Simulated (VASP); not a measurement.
# BaTe (I4/mmm) in VASP: notebook

BaTe is run at these levels: PBE, r2SCAN, HSE06; tasks: single point.

Everything below comes from runs of VASP 6.6.1. Logs are shortened: lines on timing, memory, paths and dates and some standing lists are left out, and cuts for length are marked.

### 1 The cell of the first run

It takes space group I4/mmm (No. 139, tetragonal). The conventional cell has a = 5.284 Å, b = 5.284 Å, c = 7.065 Å, α = 90.00°, β = 90.00°, γ = 90.00°. Ba (site symmetry 4/mmm) has 6 Te at 3.53 to 3.74 Å within 4.6 Å. Te (site symmetry 4/mmm) has 6 Ba at 3.53 to 3.74 Å within 4.6 Å.

### 2 Single point, PBE (biaxial xy strain +5.8%)

Contents of INCAR:

```
  ALGO = Normal
  EDIFF = 1E-6
  ENCUT = 520
  GGA = PE
  ISIF = 2
  ISMEAR = -1
  LASPH = True
  LCHARG = True
  LELF = True
  LREAL = False
  LVHAR = True
  LWAVE = False
  NBANDS = 15
  NELM = 80
  PREC = Accurate
  SIGMA = 0.02
```

Contents of KPOINTS:

```
k-points
0
Gamma
  6 6 6
```

Contents of POSCAR:

```
BaTe
1.0
    0.0000000000      3.7362055650      3.5323868441
    3.7362055650      0.0000000000      3.5323868441
    3.7362055650      3.7362055650      0.0000000000
Ba Te
1 1
Direct
    0.0000000000      0.0000000000      0.0000000000
    0.5000000000      0.5000000000      0.5000000000
```

Potentials or basis: VASP PAW PBE potentials, release 64 (Ba_sv, Te).

Launch:

```sh
cat potpaw_PBE.64/Ba_sv/POTCAR potpaw_PBE.64/Te/POTCAR > POTCAR
mpirun -np 1 vasp_std > vasp.out
```

OUTCAR:

```text
EDIFF = 1E-6
   ENCUT = 520
   GGA = PE
   ISIF = 2
   ISMEAR = -1
   LASPH = True
   LREAL = False
   NELM = 80
   PREC = Accurate

 ion  position               nearest neighbor table
   1  0.000  0.000  0.000-   2 3.53   2 3.53   2 3.74   2 3.74   2 3.74   2 3.74
   2  0.500  0.500  0.500-   1 3.53   1 3.53   1 3.74   1 3.74   1 3.74   1 3.74

  LATTYP: Found a body centered tetragonal cell.
 ALAT       =     5.2837925818
 C/A-ratio  =     1.3370649167

  Lattice vectors:

 A1 = (   0.0000000000,  -3.7362055650,  -3.5323868441)
 A2 = (   0.0000000000,   3.7362055650,  -3.5323868441)
 A3 = (   3.7362055650,   0.0000000000,   3.5323868441)

Analysis of symmetry for initial positions (statically):
=====================================================================
 Subroutine PRICEL returns:
 Original cell was already a primitive cell.

 Routine SETGRP: Setting up the symmetry group for a
 body centered tetragonal supercell.

 Subroutine GETGRP returns: Found 16 space group operations
 (whereof 16 operations were pure point group operations)
 out of a pool of 16 trial point group operations.

The static configuration has the point symmetry D_4h.

Analysis of symmetry for dynamics (positions and initial velocities):
=====================================================================
 Subroutine PRICEL returns:
 Original cell was already a primitive cell.

 Routine SETGRP: Setting up the symmetry group for a
 body centered tetragonal supercell.

 Subroutine GETGRP returns: Found 16 space group operations
 (whereof 16 operations were pure point group operations)
 out of a pool of 16 trial point group operations.

The dynamic configuration has the point symmetry D_4h.

 Subroutine INISYM returns: Found 16 space group operations
 (whereof 16 operations are pure point group operations),
 and found     1 'primitive' translations

----------------------------------------------------------------------------------------

                                     Primitive cell

  volume of cell :      98.6188

  direct lattice vectors                    reciprocal lattice vectors
     0.000000000  3.736205565  3.532386844    -0.133825613  0.133825613  0.141547351
     3.736205565  0.000000000  3.532386844     0.133825613 -0.133825613  0.141547351
     3.736205565  3.736205565  0.000000000     0.133825613  0.133825613 -0.141547351

  length of vectors
     5.141691243  5.141691243  5.283792582     0.236335021  0.236335021  0.236335021

  position of ions in fractional coordinates (direct lattice)
     0.000000000  0.000000000  0.000000000
     0.500000000  0.500000000  0.500000000

  ion indices of the primitive-cell ions
   primitive index   ion index
                 1           1
                 2           2

----------------------------------------------------------------------------------------

 KPOINTS: k-points

Automatic generation of k-mesh.
 Grid dimensions read from file:
 generate k-points for:    6    6    6

 Generating k-lattice:

  Cartesian coordinates                     Fractional coordinates (reciprocal lattice)
    -0.022304269  0.022304269  0.023591225     0.166666667  0.000000000  0.000000000
     0.022304269 -0.022304269  0.023591225     0.000000000  0.166666667  0.000000000
     0.022304269  0.022304269 -0.023591225     0.000000000  0.000000000  0.166666667

  Length of vectors
     0.039389170  0.039389170  0.039389170

  Shift w.r.t. Gamma in fractional coordinates (k-lattice)
     0.000000000  0.000000000  0.000000000

 Subroutine IBZKPT returns following result:
 ===========================================

 Found     30 irreducible k-points:

 Following reciprocal coordinates:
            Coordinates               Weight
  0.000000  0.000000  0.000000      1.000000
  0.166667 -0.000000  0.000000      8.000000
  0.333333 -0.000000  0.000000      8.000000
  0.500000  0.000000  0.000000      4.000000
  0.166667  0.166667  0.000000      2.000000
  0.333333  0.166667  0.000000      8.000000
[... 16 lines left out ...]
  0.333333  0.000000  0.333333      4.000000
  0.500000  0.000000  0.333333     16.000000
 [... further k-points ...]
   k-points           NKPTS =     30   k-points in BZ     NKDIM =     30   number of bands    NBANDS=     15
   number of dos      NEDOS =    301   number of ions     NIONS =      2
   total plane-waves  NPLWV =  64000
   dimension x,y,z NGX =    40 NGY =   40 NGZ =   40
   dimension x,y,z NGXF=    80 NGYF=   80 NGZF=   80
   ions per type =               1   1
   NGX,Y,Z   is equivalent  to a cutoff of  12.93, 12.93, 12.59 a.u.
   NGXF,Y,Z  is equivalent  to a cutoff of  25.87, 25.87, 25.17 a.u.
 SYSTEM =  unknown system
   PREC   = accura    normal or accurate (medium, high low for compatibility)
   ISTART =      0    job   : 0-new  1-cont  2-samecut
   ICHARG =      2    charge: 1-file 2-atom 10-const
   ISPIN  =      1    spin polarized calculation?
   LNONCOLLINEAR =      F non collinear calculations
   LSORBIT =      F    spin-orbit coupling
   LASPH  =      T    aspherical Exc in radial PAW
   ENCUT  =  520.0 eV  38.22 Ry    6.18 a.u.   9.56  9.56  9.82*2*pi/ulx,y,z
   NELM   =     80;   NELMIN=  2; NELMDL= -5     # of ELM steps
   EDIFF  = 0.1E-05   stopping-criterion for ELM
   LREAL  =      F    real-space projection
   EDIFFG = 0.1E-04   stopping-criterion for IOM
   NSW    =      0    number of steps for IOM
   IBRION =     -1    ionic relax: 0-MD 1-quasi-New 2-CG
   NFREE  =      0    steps in history (QN), initial steepest desc. (CG)
   ISIF   =      2    stress and relaxation
   ISYM   =      2    0-nonsym 1-usesym 2-fastsym
   POTIM  = 0.5000    time-step for ionic-motion
   TEBEG  =    0.0;   TEEND  =   0.0 temperature during run
   PSTRESS=    0.0 pullay stress
   NELECT =      16.0000    total number of electrons
   NUPDOWN=      -1.0000    fix difference up-down
   EMIN   =  10.00;   EMAX   =-10.00  energy-range for DOS
   EFERMI =   0.00;   METHOD = LEGACY
   ISMEAR =    -1;   SIGMA  =   0.02  broadening in eV -4-tet -1-fermi 0-gaus
   EFERMI_NEDOS =   21; number of points for ismear=-14 and -15
   IALGO  =     38    algorithm
   IMIX   =      4    mixing-type and parameters
     AMIX     =   0.40;   BMIX     =  1.00
     AMIX_MAG =   1.60;   BMIX_MAG =  1.00
  volume/ion in A,a.u.               =      49.31       332.76
  Fermi-wavevector in a.u.,A,eV,Ry     =   0.892884  1.687306 10.847127  0.797241
  Thomas-Fermi vector in A             =   2.014890
   LORBIT       =      0    0 simple, 1 ext, 2 COOP (PROOUT), +10 PAW based schemes
   GGA     = PE    functional components
   LHFCALC =     F    Hartree Fock is set to
   AEXX    =    0.0000 exact exchange contribution
   IVDW    =     0    specifies the selected vdW correction
   LEPSILON=     F    determine dielectric tensor
   LRPA    =     F    only Hartree local field effects (RPA)
 non-spin polarized calculation
  energy-cutoff  :      520.00
  volume of cell :       98.62
 maximum number of plane-waves:      2678
 NGX is ok and might be reduce to    40
   NGX = 19   NGY = 19   NGZ = 19

 number of electron      15.9999999 magnetization

 Free energy of the ion-electron system (eV)
  ---------------------------------------------------
  ext. energy  EPLUGINS =         0.00000000
  ---------------------------------------------------
  free energy    TOTEN  =        -8.53118624 eV

  energy without entropy =       -8.53118624  energy(sigma->0) =       -8.53118624

 E-fermi :   1.9637     XC(G=0):  -7.6963

 val. band max:        1.5226636007   @ k =   0.0000   0.0000   0.0000
 cond. band min:       3.2371437175   @ k =   0.5000   0.5000   0.0000
 fundamental gap:      1.7144801168
 Fermi energy:         1.9636641850

 k-point     1 :       0.0000    0.0000    0.0000
  band No.  band energies     occupation
      1     -25.9389      2.00000
      2     -11.0637      2.00000
      3     -11.0637      2.00000
      4     -11.0504      2.00000
      5      -7.8023      2.00000
      6       1.4439      2.00000
      7       1.4439      2.00000
      8       1.5227      2.00000
      9       3.8106      0.00000
     10       4.3424      0.00000
     11       4.3424      0.00000
     12       4.6407      0.00000
     13       4.8189      0.00000
     14       5.1062      0.00000
     15       8.4163      0.00000

 k-point     2 :       0.1667   -0.0000    0.0000
  band No.  band energies     occupation
      1     -25.9374      2.00000
      2     -11.1153      2.00000
      3     -11.0676      2.00000
      4     -11.0559      2.00000
      5      -7.6917      2.00000
      6       0.7849      2.00000
      7       1.1701      2.00000
      8       1.1941      2.00000
      9       4.3230      0.00000
     10       4.6521      0.00000
     11       4.7677      0.00000
     12       4.9202      0.00000
     13       5.3928      0.00000
     14       5.7886      0.00000
     15       9.0662      0.00000

 k-point     3 :       0.3333   -0.0000    0.0000
  band No.  band energies     occupation
      1     -25.9345      2.00000
      2     -11.2206      2.00000
      3     -11.0754      2.00000
      4     -11.0570      2.00000
      5      -7.4720      2.00000
      6      -0.0819      2.00000
      7       0.7447      2.00000
      8       0.7612      2.00000
      9       4.7698      0.00000
     10       5.4291      0.00000
     11       5.4595      0.00000
     12       6.1245      0.00000
     13       6.6768      0.00000
     14       7.1584      0.00000
     15       8.7280      0.00000

 k-point     4 :       0.5000    0.0000    0.0000
  band No.  band energies     occupation
      1     -25.9330      2.00000
      2     -11.2701      2.00000
      3     -11.0793      2.00000
      4     -11.0574      2.00000
      5      -7.3619      2.00000
      6      -0.4208      2.00000
      7       0.5638      2.00000
      8       0.5962      2.00000
      9       5.4421      0.00000
     10       5.8620      0.00000
     11       6.0174      0.00000
     12       6.1057      0.00000
     13       7.7779      0.00000
     14       7.8873      0.00000
     15       8.1186      0.00000
[... 307 lines left out ...]
 k-point    22 :      -0.3333    0.5000    0.1667
  band No.  band energies     occupation
      1     -25.9303      2.00000
      2     -11.1514      2.00000
      3     -11.1325      2.00000
      4     -11.1276      2.00000
      5      -7.5744      2.00000
      6       0.5921      2.00000
      7       0.6057      2.00000
      8       0.7472      2.00000
      9       4.0387      0.00000
     10       5.6462      0.00000
     11       5.7933      0.00000
     12       6.3501      0.00000
     13       6.7155      0.00000
     14       7.1213      0.00000
     15       9.0395      0.00000

 k-point    23 :       0.3333    0.0000    0.3333
  band No.  band energies     occupation
      1     -25.9334      2.00000
      2     -11.1632      2.00000
      3     -11.0886      2.00000
      4     -11.0882      2.00000
      5      -7.6240      2.00000
      6       0.1795      2.00000
      7       1.1605      2.00000
      8       1.2003      2.00000
      9       3.4549      0.00000
     10       5.0611      0.00000
     11       5.5928      0.00000
     12       6.2662      0.00000
     13       6.3239      0.00000
     14       7.5954      0.00000
     15       8.5062      0.00000

 k-point    24 :       0.5000    0.0000    0.3333
  band No.  band energies     occupation
      1     -25.9319      2.00000
      2     -11.1761      2.00000
      3     -11.1177      2.00000
      4     -11.0899      2.00000
      5      -7.5741      2.00000
      6       0.2805      2.00000
      7       0.7650      2.00000
      8       0.9796      2.00000
      9       3.7440      0.00000
     10       5.7821      0.00000
     11       6.2603      0.00000
     12       6.3628      0.00000
     13       6.5524      0.00000
     14       6.6628      0.00000
     15       8.4410      0.00000

 [... further k-points ...]

------------------------ aborting loop because EDIFF is reached ----------------------------------------

  FORCE on cell =-STRESS in cart. coord.  units (eV):
  Direction    XX          YY          ZZ          XY          YZ          ZX
  --------------------------------------------------------------------------------------
  -------------------------------------------------------------------------------------
  Total       -1.7240485     -1.7240485     -0.4391378      0.0000000      0.0000000     -0.0000000
  in kB      -28.0091725    -28.0091725     -7.1343041      0.0000000      0.0000000     -0.0000000
  external PRESSURE =     -21.0508830 kB  Pullay stress =       0.0000000 kB

 VOLUME and BASIS-vectors are now :
 -----------------------------------------------------------------------------
  energy-cutoff  :      520.00
  volume of cell :       98.62
      direct lattice vectors                 reciprocal lattice vectors
     0.000000000  3.736205565  3.532386844    -0.133825613  0.133825613  0.141547351
     3.736205565  0.000000000  3.532386844     0.133825613 -0.133825613  0.141547351
     3.736205565  3.736205565  0.000000000     0.133825613  0.133825613 -0.141547351

 POSITION                                       TOTAL-FORCE (eV/Angst)
 -----------------------------------------------------------------------------------
      0.00000      0.00000      0.00000        -0.000000      0.000000      0.000000
      3.73621      3.73621      3.53239         0.000000     -0.000000      0.000000
 -----------------------------------------------------------------------------------
    total drift:                                0.000000     -0.000000     -0.000000

  FREE ENERGIE OF THE ION-ELECTRON SYSTEM (eV)
  ---------------------------------------------------
  free  energy   TOTEN  =        -8.5311862394 eV

  energy  without entropy=       -8.5311862394  energy(sigma->0) =       -8.53118624
```

Wall time 59 s (1 thread of Oxide Virtual Turin-like, shared host); peak memory 0.22 GiB.

Results:

| Item | Value |
| --- | --- |
| Free energy | -8.5312 eV |
| Pressure | -2.1 GPa |
| Band gap on the k mesh | 1.71 eV (least direct gap 2.09 eV) |

Levels at points of the mesh, in eV from the valence-band top:
```
           k point  band 6  band 7  band 8  band 9  band 10  band 11
(0.00, 0.00, 0.00)   -0.08   -0.08    0.00    2.29     2.82     2.82
(0.50, 0.00, 0.00)   -1.94   -0.96   -0.93    3.92     4.34     4.49
(0.50, 0.50, 0.00)   -1.00   -0.50   -0.50    1.71     4.02     4.20
(0.50, 0.00, 0.50)   -1.16   -0.40   -0.36    1.72     3.85     4.29
```

Caveat: the cell differs from its parent crystal (biaxial xy strain +5.8%); spin-orbit coupling is left out, which moves the levels of the heavy elements.

### 3 Single point, r2SCAN (biaxial xy strain +5.8%)

POSCAR is that of step 2.

Contents of INCAR.step1:

```
PREC = Accurate
ENCUT = 520
ISMEAR = 0
SIGMA = 0.01
LREAL = False
LASPH = True
NELM = 80
NBANDS = 15
GGA = PE
ALGO = Normal
EDIFF = 1E-4
LWAVE = True
LCHARG = False
```

Contents of INCAR.step2:

```
PREC = Accurate
ENCUT = 520
EDIFF = 1E-6
ISMEAR = 0
SIGMA = 0.01
LREAL = False
LASPH = True
NELM = 80
ALGO = Normal
ISIF = 2
LWAVE = False
LCHARG = True
METAGGA = R2SCAN
LMIXTAU = True
LELF = True
LVHAR = True
NBANDS = 15
ISTART = 1
```

Contents of KPOINTS:

```
regular mesh
0
Gamma
  6 6 6
```

Potentials or basis: VASP PAW PBE potentials, release 64 (Ba_sv, Te).

Launch:

```sh
cat potpaw_PBE.64/Ba_sv/POTCAR potpaw_PBE.64/Te/POTCAR > POTCAR
cp INCAR.step1 INCAR
mpirun -np 1 vasp_std > vasp.out
cp INCAR.step2 INCAR
mpirun -np 1 vasp_std > vasp.out
```

Run time: 5.4 min. Hardware: 1 thread of Oxide Virtual Turin-like, shared host; peak memory 0.24 GiB.

The run converged. Its results:

```
Free energy            : -55.9218 eV
Pressure               : -2.3 GPa
Band gap on the k mesh : 2.05 eV (least direct gap 2.44 eV)
```

Stress tensor (GPa, compression positive):
```
-3.06  0.00  0.00
 0.00 -3.06  0.00
 0.00  0.00 -0.74
```

Levels at points of the mesh, in eV from the valence-band top:
```
           k point  band 5  band 6  band 7  band 8  band 9  band 10  band 11  band 12
(0.00, 0.00, 0.00)   -9.59   -0.08   -0.08    0.00    2.88     3.23     3.23     3.53
(0.50, 0.00, 0.00)   -9.12   -1.93   -0.95   -0.92    4.35     4.82     5.00     5.09
(0.50, 0.50, 0.00)   -9.41   -1.02   -0.51   -0.51    2.05     4.67     4.72     5.65
(0.50, 0.00, 0.50)   -9.43   -1.19   -0.41   -0.37    2.08     4.42     4.90     5.52
```

Caveat: the cell differs from its parent crystal (biaxial xy strain +5.8%); the PAW data sets were made with another functional, which shifts forces and pressure a little; spin-orbit coupling is left out, which moves the levels of the heavy elements.

### 4 Single point, HSE06 (biaxial xy strain +5.8%)

POSCAR is that of step 3.

Contents of INCAR.step1:

```
PREC = Accurate
ENCUT = 520
EDIFF = 1E-5
ISMEAR = 0
SIGMA = 0.01
LREAL = False
LASPH = True
NELM = 100
ALGO = Normal
ISIF = 2
LWAVE = True
LCHARG = False
NBANDS = 15
GGA = PE
```

Contents of INCAR.step2:

```
PREC = Accurate
ENCUT = 520
EDIFF = 1E-7
ISMEAR = 0
SIGMA = 0.01
LREAL = False
LASPH = True
NELM = 100
ALGO = Normal
ISIF = 2
LWAVE = False
LCHARG = False
GGA = PE
LHFCALC = True
HFSCREEN = 0.2079
PRECFOCK = Normal
NBANDS = 15
ISTART = 1
```

Contents of KPOINTS:

```
regular mesh
0
Gamma
  4 4 4
```

Launch:

```sh
cat potpaw_PBE.64/Ba_sv/POTCAR potpaw_PBE.64/Te/POTCAR > POTCAR
cp INCAR.step1 INCAR
mpirun -np 1 vasp_std > vasp.out
cp INCAR.step2 INCAR
mpirun -np 1 vasp_std > vasp.out
```

Run time: 31 min. Hardware: 1 thread of Oxide Virtual Turin-like, shared host; peak memory 0.33 GiB.

The run converged. Its results:

```yaml
Free_energy: -9.6819 eV
Pressure: -2.5 GPa
Band_gap_on_the_k_mesh: 2.45 eV (least direct gap 2.86 eV)
```

Stress tensor (GPa, compression positive):
```
-3.15  0.00  0.00
 0.00 -3.15  0.00
 0.00  0.00 -1.08
```

Levels at points of the mesh, in eV from the valence-band top:
| k point | band 5 | band 6 | band 7 | band 8 | band 9 | band 10 | band 11 | band 12 |
| --- | --- | --- | --- | --- | --- | --- | --- | --- |
| (0.00, 0.00, 0.00) | -10.14 | -0.06 | -0.06 | 0.00 | 3.01 | 3.67 | 3.67 | 3.99 |
| (0.50, 0.00, 0.00) | -9.61 | -2.07 | -1.00 | -0.95 | 4.63 | 5.32 | 5.52 | 5.62 |
| (0.50, 0.50, 0.00) | -9.93 | -1.11 | -0.53 | -0.53 | 2.45 | 4.85 | 5.16 | 6.02 |
| (0.50, 0.00, 0.50) | -9.95 | -1.27 | -0.42 | -0.40 | 2.46 | 4.71 | 5.20 | 5.91 |

Caveat: the cell differs from its parent crystal (biaxial xy strain +5.8%); the PAW data sets were made with another functional, which shifts forces and pressure a little; spin-orbit coupling is left out, which moves the levels of the heavy elements. A k mesh can miss the band edges.

### 5 Overview

| level | k mesh | smearing | grid for exact exchange (PRECFOCK) | share of exact exchange | screening parameter | gap on the mesh (eV) | pressure (GPa) |
| --- | --- | --- | --- | --- | --- | --- | --- |
| PBE | 6 × 6 × 6 | fermi-dirac 0.02 eV | - | - | - | 1.71 | -2.1 |
| r2SCAN | 6 × 6 × 6 | gaussian 0.01 eV | - | - | - | 2.05 | -2.3 |
| HSE06 | 4 × 4 × 4 | gaussian 0.01 eV | Normal | 0.25 | 0.2079 1/Å | 2.45 | -2.5 |

Alike in all rows: task single point; potentials or basis VASP PAW PBE potentials, release 64 (Ba_sv, Te); no spin polarisation; cell as given; cutoff (eV) 520.

Caveats: spin-orbit coupling is left out, which moves the levels of the heavy elements; the PAW data sets were made with another functional, which shifts forces and pressure a little (at least some runs).

Total energies depend on the potentials used, so only differences within one code and one set of settings carry meaning.
